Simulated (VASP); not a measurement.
# Sb (I4/mmm) in VASP: notebook, part 2 of 2

VASP 6.6.1. Earlier steps stand in the parts before.

## Step 4: Single point, PBE+D3(BJ) (strain -0.0100 x Voigt [0, 1, 0, 0, 0, 0])

The input, INCAR:

```
ALGO = Normal ; EDIFF = 1E-6
ENCUT = 520 ; GGA = PE
ISIF = 2 ; ISMEAR = 0
IVDW = 12 ; LASPH = T
LCHARG = F ; LREAL = F
LWAVE = F ; NBANDS = 8
NELM = 80 ; PREC = Accurate
SIGMA = 0.15
```

The input, KPOINTS:

```
k-points
0
Gamma
  18 18 18
```

The input, POSCAR:

```
Sb
1.0
    0.0000000000      2.3475300964      2.3712425216
    2.3712425216      0.0000000000      2.3712425216
    2.3712425216      2.3475300964      0.0000000000
Sb
1
Direct
    0.0000000000      0.0000000000      0.0000000000
```

Potentials or basis: VASP PAW PBE potentials, release 64 (Sb).

On the command line:

```bash
$ cat potpaw_PBE.64/Sb/POTCAR > POTCAR
$ mpirun -np 1 vasp_std > vasp.out
```

OUTCAR:

```text
EDIFF = 1E-6
   ENCUT = 520
   GGA = PE
   ISIF = 2
   ISMEAR = 0
   IVDW = 12
   LASPH = T
   LREAL = F
   NELM = 80
   PREC = Accurate
 IVDW          = 12

 ion  position               nearest neighbor table
   1  0.000  0.000  0.000-

  LATTYP: Found a body centered tetragonal cell.
 ALAT       =     3.3534433337
 C/A-ratio  =     1.4000714268

  Lattice vectors:

 A1 = (   0.0000000000,  -2.3475300964,   2.3712425216)
 A2 = (   0.0000000000,  -2.3475300964,  -2.3712425216)
 A3 = (   2.3712425216,   2.3475300964,   0.0000000000)

Analysis of symmetry for initial positions (statically):
=====================================================================
 Subroutine PRICEL returns:
 Original cell was already a primitive cell.

 Routine SETGRP: Setting up the symmetry group for a
 body centered tetragonal supercell.

 Subroutine GETGRP returns: Found 16 space group operations
 (whereof 16 operations were pure point group operations)
 out of a pool of 16 trial point group operations.

The static configuration has the point symmetry D_4h.

Analysis of symmetry for dynamics (positions and initial velocities):
=====================================================================
 Subroutine PRICEL returns:
 Original cell was already a primitive cell.

 Routine SETGRP: Setting up the symmetry group for a
 body centered tetragonal supercell.

 Subroutine GETGRP returns: Found 16 space group operations
 (whereof 16 operations were pure point group operations)
 out of a pool of 16 trial point group operations.

The dynamic configuration has the point symmetry D_4h.

 Subroutine INISYM returns: Found 16 space group operations
 (whereof 16 operations are pure point group operations),
 and found     1 'primitive' translations

----------------------------------------------------------------------------------------

                                     Primitive cell

  volume of cell :      26.3993

  direct lattice vectors                    reciprocal lattice vectors
     0.000000000  2.347530096  2.371242522    -0.210859916  0.212989815  0.210859916
     2.371242522  0.000000000  2.371242522     0.210859916 -0.212989815  0.210859916
     2.371242522  2.347530096  0.000000000     0.210859916  0.212989815 -0.210859916

  length of vectors
     3.336718245  3.353443334  3.336718245     0.366453912  0.366453912  0.366453912

  position of ions in fractional coordinates (direct lattice)
     0.000000000  0.000000000  0.000000000

  ion indices of the primitive-cell ions
   primitive index   ion index
                 1           1

----------------------------------------------------------------------------------------

 KPOINTS: k-points

Automatic generation of k-mesh.
 Grid dimensions read from file:
 generate k-points for:   18   18   18

 Generating k-lattice:

  Cartesian coordinates                     Fractional coordinates (reciprocal lattice)
    -0.011714440  0.011832767  0.011714440     0.055555556  0.000000000 -0.000000000
     0.011714440 -0.011832767  0.011714440     0.000000000  0.055555556  0.000000000
     0.011714440  0.011832767 -0.011714440    -0.000000000  0.000000000  0.055555556

  Length of vectors
     0.020358551  0.020358551  0.020358551

  Shift w.r.t. Gamma in fractional coordinates (k-lattice)
     0.000000000  0.000000000  0.000000000

 Subroutine IBZKPT returns following result:
 ===========================================

 Found    480 irreducible k-points:

 Following reciprocal coordinates:
            Coordinates               Weight
  0.000000  0.000000  0.000000      1.000000
  0.055556  0.000000  0.000000      8.000000
  0.111111  0.000000  0.000000      8.000000
  0.166667  0.000000 -0.000000      8.000000
  0.222222  0.000000  0.000000      8.000000
  0.277778  0.000000  0.000000      8.000000
[... 16 lines left out ...]
 -0.277778  0.055556 -0.000000     16.000000
 -0.222222  0.055556 -0.000000     16.000000
 [... further k-points ...]
   k-points           NKPTS =    480   k-points in BZ     NKDIM =    480   number of bands    NBANDS=      8
   number of dos      NEDOS =    301   number of ions     NIONS =      1
   total plane-waves  NPLWV =  21952
   dimension x,y,z NGX =    28 NGY =   28 NGZ =   28
   dimension x,y,z NGXF=    56 NGYF=   56 NGZF=   56
   ions per type =               1
   NGX,Y,Z   is equivalent  to a cutoff of  13.95, 13.88, 13.95 a.u.
   NGXF,Y,Z  is equivalent  to a cutoff of  27.90, 27.76, 27.90 a.u.
 SYSTEM =  unknown system
   PREC   = accura    normal or accurate (medium, high low for compatibility)
   ISTART =      0    job   : 0-new  1-cont  2-samecut
   ICHARG =      2    charge: 1-file 2-atom 10-const
   ISPIN  =      1    spin polarized calculation?
   LNONCOLLINEAR =      F non collinear calculations
   LSORBIT =      F    spin-orbit coupling
   LASPH  =      T    aspherical Exc in radial PAW
   ENCUT  =  520.0 eV  38.22 Ry    6.18 a.u.   6.20  6.24  6.20*2*pi/ulx,y,z
   NELM   =     80;   NELMIN=  2; NELMDL= -5     # of ELM steps
   EDIFF  = 0.1E-05   stopping-criterion for ELM
   LREAL  =      F    real-space projection
   EDIFFG = 0.1E-04   stopping-criterion for IOM
   NSW    =      0    number of steps for IOM
   IBRION =     -1    ionic relax: 0-MD 1-quasi-New 2-CG
   NFREE  =      0    steps in history (QN), initial steepest desc. (CG)
   ISIF   =      2    stress and relaxation
   ISYM   =      2    0-nonsym 1-usesym 2-fastsym
   POTIM  = 0.5000    time-step for ionic-motion
   TEBEG  =    0.0;   TEEND  =   0.0 temperature during run
   PSTRESS=    0.0 pullay stress
   NELECT =       5.0000    total number of electrons
   NUPDOWN=      -1.0000    fix difference up-down
   EMIN   =  10.00;   EMAX   =-10.00  energy-range for DOS
   EFERMI =   0.00;   METHOD = LEGACY
   ISMEAR =     0;   SIGMA  =   0.15  broadening in eV -4-tet -1-fermi 0-gaus
   EFERMI_NEDOS =   21; number of points for ismear=-14 and -15
   IALGO  =     38    algorithm
   IMIX   =      4    mixing-type and parameters
     AMIX     =   0.40;   BMIX     =  1.00
     AMIX_MAG =   1.60;   BMIX_MAG =  1.00
  volume/ion in A,a.u.               =      26.40       178.15
  Fermi-wavevector in a.u.,A,eV,Ry     =   0.940157  1.776639 12.026128  0.883895
  Thomas-Fermi vector in A             =   2.067541
   LORBIT       =      0    0 simple, 1 ext, 2 COOP (PROOUT), +10 PAW based schemes
   GGA     = PE    functional components
   LHFCALC =     F    Hartree Fock is set to
   AEXX    =    0.0000 exact exchange contribution
   IVDW    =    12    specifies the selected vdW correction
   LEPSILON=     F    determine dielectric tensor
   LRPA    =     F    only Hartree local field effects (RPA)
 non-spin polarized calculation
 Gauss-broadening in eV      SIGMA  =   0.15
  energy-cutoff  :      520.00
  volume of cell :       26.40
 maximum number of plane-waves:       725
 NGX is ok and might be reduce to    28
   NGX = 13   NGY = 13   NGZ = 13

 number of electron       5.0000000 magnetization

 Free energy of the ion-electron system (eV)
  ---------------------------------------------------
  ext. energy  EPLUGINS =         0.00000000
  ---------------------------------------------------
  free energy    TOTEN  =        -3.81914561 eV

  energy without entropy =       -3.81204385  energy(sigma->0) =       -3.81559473

 E-fermi :   8.8232     XC(G=0): -10.3209

 val. band max:        8.8217802882   @ k =  -0.4444   0.5000   0.0556
 cond. band min:       8.8304971296   @ k =   0.2222  -0.4444   0.0556
 fundamental gap:      0.0087168414
 Fermi energy:         8.8232026747

 k-point     1 :       0.0000    0.0000    0.0000
  band No.  band energies     occupation
      1      -4.2969      2.00000
      2      14.2482      0.00000
      3      14.2543      0.00000
      4      14.2543      0.00000
      5      18.7829      0.00000
      6      18.7829      0.00000
      7      18.8475      0.00000
      8      19.0275      0.00000
[... 243 lines left out ...]
 k-point    24 :      -0.2222    0.0556   -0.0000
  band No.  band energies     occupation
      1      -3.0831      2.00000
      2       8.2855      2.00000
      3      12.2655      0.00000
      4      13.6737      0.00000
      5      17.4535      0.00000
      6      18.9590      0.00000
      7      19.2148      0.00000
      8      21.1100      0.00000

 [... further k-points ...]

------------------------ aborting loop because EDIFF is reached ----------------------------------------

 Edisp (eV)   -0.53503

 E8    (eV) :    -0.2469

  FORCE on cell =-STRESS in cart. coord.  units (eV):
  Direction    XX          YY          ZZ          XY          YZ          ZX
  --------------------------------------------------------------------------------------
  -------------------------------------------------------------------------------------
  Total      -0.12096    -0.15174    -0.12096     0.00000    -0.00000     0.00000
  in kB      -7.34107    -9.20931    -7.34107     0.00000    -0.00000     0.00000
  external pressure =       -7.96 kB  Pullay stress =        0.00 kB

 VOLUME and BASIS-vectors are now :
 -----------------------------------------------------------------------------
  energy-cutoff  :      520.00
  volume of cell :       26.40
      direct lattice vectors                 reciprocal lattice vectors
     0.000000000  2.347530096  2.371242522    -0.210859916  0.212989815  0.210859916
     2.371242522  0.000000000  2.371242522     0.210859916 -0.212989815  0.210859916
     2.371242522  2.347530096  0.000000000     0.210859916  0.212989815 -0.210859916

 POSITION                                       TOTAL-FORCE (eV/Angst)
 -----------------------------------------------------------------------------------
      0.00000      0.00000      0.00000         0.000000      0.000000      0.000000
 -----------------------------------------------------------------------------------
    total drift:                                0.000000      0.000000      0.000000

  FREE ENERGIE OF THE ION-ELECTRON SYSTEM (eV)
  ---------------------------------------------------
  free  energy   TOTEN  =        -4.3541804495 eV

  energy  without entropy=       -4.3470786926  energy(sigma->0) =       -4.35062957
```

Run time: 33 s. Hardware: 1 thread of Intel Xeon 6975P-C (Granite Rapids), shared host; peak memory 0.24 GiB.

What came out:

```
Free energy                : -4.3542 eV
Pressure                   : -0.8 GPa
Dispersion energy per atom : -0.535 eV
```

Levels at points of the mesh, in eV from the Fermi level:
```
           k point  band 1  band 2  band 3  band 4  band 5  band 6  band 7
(0.00, 0.00, 0.00)  -13.12    5.42    5.43    5.43    9.96    9.96   10.02
(0.50, 0.00, 0.00)   -9.26   -5.98    3.61    3.77    8.25    9.03    9.20
(0.50, 0.50, 0.00)   -7.62   -5.09    0.35    0.43    4.17    4.59   17.63
(0.50, 0.00, 0.50)   -7.49   -5.01    0.26    0.26    4.04    4.50   17.60
```

Caveat: the cell differs from its parent crystal (strain -0.0100 x Voigt [0, 1, 0, 0, 0, 0]); spin-orbit coupling is left out, which moves the levels of the heavy elements; pairwise dispersion overbinds metals, which lowers pressure and volume.

## Step 5: Summary

```tsv
cell	gap on the mesh (eV)	pressure (GPa)
a = 3.320, b = 3.353 Å, angles 59.7, 60.7, 59.7°, 1 atom	none	-0.1
a = 3.328, b = 3.353 Å, angles 59.8, 60.5, 59.8°, 1 atom	none	-0.5
a = 3.337, b = 3.353 Å, angles 59.8, 60.3, 59.8°, 1 atom	none	-0.8
```

Alike in all rows: task single point; level PBE+D3(BJ); potentials or basis VASP PAW PBE potentials, release 64 (Sb); no spin polarisation; k mesh 18 × 18 × 18; cutoff (eV) 520; smearing gaussian 0.15 eV.

Caveats: spin-orbit coupling is left out, which moves the levels of the heavy elements; pairwise dispersion overbinds metals, which lowers pressure and volume.

Total energies depend on the potentials used, so only differences within one code and one set of settings carry meaning.
